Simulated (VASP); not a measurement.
# Te (I4_1/amd) in VASP: a series of runs, part 2 of 2

VASP 6.6.1.

## (3) Single point, PBE

This run uses another cell than the first one, of 44.74 Å³/atom.

File INCAR:

```
SYSTEM = Te
ALGO     = Normal         ! electronic algorithm
EDIFF    = 1E-6           ! SCF threshold, eV
ENCUT    = 520            ! plane-wave cutoff, eV
GGA      = PE             ! functional
ISIF     = 2              ! what is computed and relaxed
ISMEAR   = 0              ! smearing method
LASPH    = .TRUE.         ! aspherical terms in the spheres
LCHARG   = .FALSE.        ! write CHGCAR
LREAL    = .FALSE.        ! projectors in reciprocal space
LWAVE    = .FALSE.        ! write WAVECAR
NBANDS   = 20             ! bands
NELM     = 60             ! most SCF steps
PREC     = Accurate       ! precision mode
SIGMA    = 0.1            ! smearing width, eV
```

File KPOINTS:

```
k-points
0
G
  4 4 4
  0 0 0
```

File POSCAR:

```
Te
1.0
   -3.4097105682      3.4097105682      3.8481724410
    3.4097105682     -3.4097105682      3.8481724410
    3.4097105682      3.4097105682     -3.8481724410
Te
4
Direct
    0.8750000000      0.6250000000      0.2500000000
    0.3750000000      0.6250000000      0.7500000000
    0.3750000000      0.6250000000      0.2500000000
    0.3750000000      0.1250000000      0.7500000000
```

Potentials or basis: VASP PAW PBE potentials, release 64 (Te).

On the command line:

```sh
$ cat potpaw_PBE.64/Te/POTCAR > POTCAR
$ mpirun -np 1 vasp_std > vasp.out
```

OUTCAR:

```text
SYSTEM = Te
   EDIFF = 1E-6
   ENCUT = 520
   GGA = PE
   ISIF = 2
   ISMEAR = 0
   LASPH = .TRUE.
   LREAL = .FALSE.
   NELM = 60
   PREC = Accurate

 ion  position               nearest neighbor table
   1  0.875  0.625  0.250-   3 3.08   4 3.08   3 3.08   4 3.08   2 3.41   2 3.41
   2  0.375  0.625  0.750-   3 3.08   4 3.08   3 3.08   4 3.08   1 3.41   1 3.41
   3  0.375  0.625  0.250-   1 3.08   2 3.08   2 3.08   1 3.08   4 3.41   4 3.41
   4  0.375  0.125  0.750-   1 3.08   2 3.08   2 3.08   1 3.08   3 3.41   3 3.41

  LATTYP: Found a body centered tetragonal cell.
 ALAT       =     6.8194211364
 C/A-ratio  =     1.1285921089

  Lattice vectors:

 A1 = (  -3.4097105682,   3.4097105682,   3.8481724410)
 A2 = (   3.4097105682,  -3.4097105682,   3.8481724410)
 A3 = (   3.4097105682,   3.4097105682,  -3.8481724410)

Analysis of symmetry for initial positions (statically):
=====================================================================
 Subroutine PRICEL returns:
 Original cell was already a primitive cell.

 Routine SETGRP: Setting up the symmetry group for a
 body centered tetragonal supercell.

 Subroutine GETGRP returns: Found 16 space group operations
 (whereof  8 operations were pure point group operations)
 out of a pool of 16 trial point group operations.

The static configuration has the point symmetry D_2d.
 The point group associated with its full space group is D_4h.

Analysis of symmetry for dynamics (positions and initial velocities):
=====================================================================
 Subroutine PRICEL returns:
 Original cell was already a primitive cell.

 Routine SETGRP: Setting up the symmetry group for a
 body centered tetragonal supercell.

 Subroutine GETGRP returns: Found 16 space group operations
 (whereof  8 operations were pure point group operations)
 out of a pool of 16 trial point group operations.

The dynamic configuration has the point symmetry D_2d.
 The point group associated with its full space group is D_4h.

 Subroutine INISYM returns: Found 16 space group operations
 (whereof  8 operations are pure point group operations),
 and found     1 'primitive' translations

----------------------------------------------------------------------------------------

                                     Primitive cell

  volume of cell :     178.9574

  direct lattice vectors                    reciprocal lattice vectors
    -3.409710568  3.409710568  3.848172441     0.000000000  0.146640012  0.129931807
     3.409710568 -3.409710568  3.848172441     0.146640012  0.000000000  0.129931807
     3.409710568  3.409710568 -3.848172441     0.146640012  0.146640012  0.000000000

  length of vectors
     6.169334118  6.169334118  6.169334118     0.195922351  0.195922351  0.207380294

  position of ions in fractional coordinates (direct lattice)
     0.875000000  0.625000000  0.250000000
     0.375000000  0.625000000  0.750000000
     0.375000000  0.625000000  0.250000000
     0.375000000  0.125000000  0.750000000

  ion indices of the primitive-cell ions
   primitive index   ion index
                 1           1
                 2           2
                 3           3
[... 29 lines left out ...]
            Coordinates               Weight
  0.000000  0.000000  0.000000      1.000000
  0.250000  0.000000 -0.000000      8.000000
  0.500000  0.000000 -0.000000      4.000000
  0.250000  0.250000 -0.000000      8.000000
  0.500000  0.250000 -0.000000     16.000000
 -0.250000  0.250000  0.000000      4.000000
  0.500000  0.500000 -0.000000      2.000000
  0.250000  0.250000  0.250000      2.000000
 -0.250000  0.250000  0.250000      4.000000
  0.500000  0.500000  0.250000      4.000000
 -0.250000  0.500000  0.250000      8.000000
 -0.250000 -0.250000  0.250000      2.000000
  0.500000  0.500000  0.500000      1.000000
   k-points           NKPTS =     13   k-points in BZ     NKDIM =     13   number of bands    NBANDS=     20
   number of dos      NEDOS =    301   number of ions     NIONS =      4
   total plane-waves  NPLWV = 110592
   dimension x,y,z NGX =    48 NGY =   48 NGZ =   48
   dimension x,y,z NGXF=    96 NGYF=   96 NGZF=   96
   ions per type =               4
   NGX,Y,Z   is equivalent  to a cutoff of  12.93, 12.93, 12.93 a.u.
   NGXF,Y,Z  is equivalent  to a cutoff of  25.87, 25.87, 25.87 a.u.
 SYSTEM =  Te
   PREC   = accura    normal or accurate (medium, high low for compatibility)
   ISTART =      0    job   : 0-new  1-cont  2-samecut
   ICHARG =      2    charge: 1-file 2-atom 10-const
   ISPIN  =      1    spin polarized calculation?
   LNONCOLLINEAR =      F non collinear calculations
   LSORBIT =      F    spin-orbit coupling
   LASPH  =      T    aspherical Exc in radial PAW
   ENCUT  =  520.0 eV  38.22 Ry    6.18 a.u.  11.47 11.47 11.47*2*pi/ulx,y,z
   NELM   =     60;   NELMIN=  2; NELMDL= -5     # of ELM steps
   EDIFF  = 0.1E-05   stopping-criterion for ELM
   LREAL  =      F    real-space projection
   EDIFFG = 0.1E-04   stopping-criterion for IOM
   NSW    =      0    number of steps for IOM
   IBRION =     -1    ionic relax: 0-MD 1-quasi-New 2-CG
   NFREE  =      0    steps in history (QN), initial steepest desc. (CG)
   ISIF   =      2    stress and relaxation
   ISYM   =      2    0-nonsym 1-usesym 2-fastsym
   POTIM  = 0.5000    time-step for ionic-motion
   TEBEG  =    0.0;   TEEND  =   0.0 temperature during run
   PSTRESS=    0.0 pullay stress
   NELECT =      24.0000    total number of electrons
   NUPDOWN=      -1.0000    fix difference up-down
   EMIN   =  10.00;   EMAX   =-10.00  energy-range for DOS
   EFERMI =   0.00;   METHOD = LEGACY
   ISMEAR =     0;   SIGMA  =   0.10  broadening in eV -4-tet -1-fermi 0-gaus
   EFERMI_NEDOS =   21; number of points for ismear=-14 and -15
   IALGO  =     38    algorithm
   IMIX   =      4    mixing-type and parameters
     AMIX     =   0.40;   BMIX     =  1.00
     AMIX_MAG =   1.60;   BMIX_MAG =  1.00
  volume/ion in A,a.u.               =      44.74       301.92
  Fermi-wavevector in a.u.,A,eV,Ry     =   0.837970  1.583535  9.553937  0.702195
  Thomas-Fermi vector in A             =   1.951948
   LORBIT       =      0    0 simple, 1 ext, 2 COOP (PROOUT), +10 PAW based schemes
   GGA     = PE    functional components
   LHFCALC =     F    Hartree Fock is set to
   AEXX    =    0.0000 exact exchange contribution
   IVDW    =     0    specifies the selected vdW correction
   LEPSILON=     F    determine dielectric tensor
   LRPA    =     F    only Hartree local field effects (RPA)
 non-spin polarized calculation
 Gauss-broadening in eV      SIGMA  =   0.10
  energy-cutoff  :      520.00
  volume of cell :      178.96
 maximum number of plane-waves:      4871
 NGX is ok and might be reduce to    48
   NGX = 23   NGY = 23   NGZ = 23

 number of electron      23.9999999 magnetization

 Free energy of the ion-electron system (eV)
  ---------------------------------------------------
  ext. energy  EPLUGINS =         0.00000000
  ---------------------------------------------------
  free energy    TOTEN  =       -11.87336528 eV

  energy without entropy =      -11.83503988  energy(sigma->0) =      -11.85420258

 E-fermi :   3.2908     XC(G=0):  -7.4969

 val. band max:        3.2893075922   @ k =   0.5000   0.2500  -0.0000
 cond. band min:       3.3324730419   @ k =   0.5000   0.5000   0.2500
 fundamental gap:      0.0431654497
 Fermi energy:         3.2908187054

 k-point     1 :       0.0000    0.0000    0.0000
  band No.  band energies     occupation
      1     -10.0920      2.00000
      2      -7.1177      2.00000
      3      -7.1177      2.00000
      4      -5.9588      2.00000
      5      -3.4887      2.00000
      6      -1.0913      2.00000
[... 288 lines left out ...]
     19      10.3734      0.00000
     20      10.3735      0.00000

------------------------ aborting loop because EDIFF is reached ----------------------------------------

  FORCE on cell =-STRESS in cart. coord.  units (eV):
  Direction    XX          YY          ZZ          XY          YZ          ZX
  --------------------------------------------------------------------------------------
  -------------------------------------------------------------------------------------
  Total        0.0752713      0.0752713      0.2104512      0.0000000      0.0000000      0.0000000
  in kB        0.6738925      0.6738925      1.8841373      0.0000000      0.0000000      0.0000000
  external PRESSURE =       1.0773074 kB  Pullay stress =       0.0000000 kB

 VOLUME and BASIS-vectors are now :
 -----------------------------------------------------------------------------
  energy-cutoff  :      520.00
  volume of cell :      178.96
      direct lattice vectors                 reciprocal lattice vectors
    -3.409710568  3.409710568  3.848172441     0.000000000  0.146640012  0.129931807
     3.409710568 -3.409710568  3.848172441     0.146640012  0.000000000  0.129931807
     3.409710568  3.409710568 -3.848172441     0.146640012  0.146640012  0.000000000

 POSITION                                       TOTAL-FORCE (eV/Angst)
 -----------------------------------------------------------------------------------
      0.00000      1.70486      4.81022        -0.000000     -0.000000     -0.000000
      3.40971      1.70486      0.96204        -0.000000      0.000000     -0.000000
      1.70486      0.00000      2.88613         0.000000      0.000000     -0.000000
      1.70486      3.40971     -0.96204         0.000000      0.000000      0.000000
 -----------------------------------------------------------------------------------
    total drift:                                0.000000      0.000000     -0.000000

  FREE ENERGIE OF THE ION-ELECTRON SYSTEM (eV)
  ---------------------------------------------------
  free  energy   TOTEN  =       -11.8733652778 eV

  energy  without entropy=      -11.8350398786  energy(sigma->0) =      -11.85420258
```

Run time: 94 s. Hardware: 1 thread of Intel Xeon 8259CL, shared host; peak memory 0.31 GiB.

Results:

```
Free energy            : -11.8734 eV
Pressure               : 0.1 GPa
Band gap on the k mesh : zero (bands 12 and 13 overlap by 2.22 eV)
```

Stress tensor (GPa, compression positive):
```
0.07 0.00 0.00
0.00 0.07 0.00
0.00 0.00 0.19
```

Levels at points of the mesh, in eV from the Fermi level:
| k point | band 10 | band 11 | band 12 | band 13 | band 14 | band 15 |
| --- | --- | --- | --- | --- | --- | --- |
| (0.00, 0.00, 0.00) | -1.77 | 0.95 | 0.95 | 2.34 | 2.52 | 3.12 |
| (0.50, 0.00, 0.00) | -1.55 | -1.43 | -1.39 | -0.67 | 1.08 | 2.85 |
| (0.50, 0.50, 0.00) | -1.97 | -1.23 | -1.23 | -0.85 | -0.85 | 3.20 |
| (0.50, 0.50, 0.50) | -1.51 | -1.35 | -1.35 | -1.27 | -1.27 | 1.27 |

Caveat: spin-orbit coupling is left out, which moves the levels of the heavy elements.
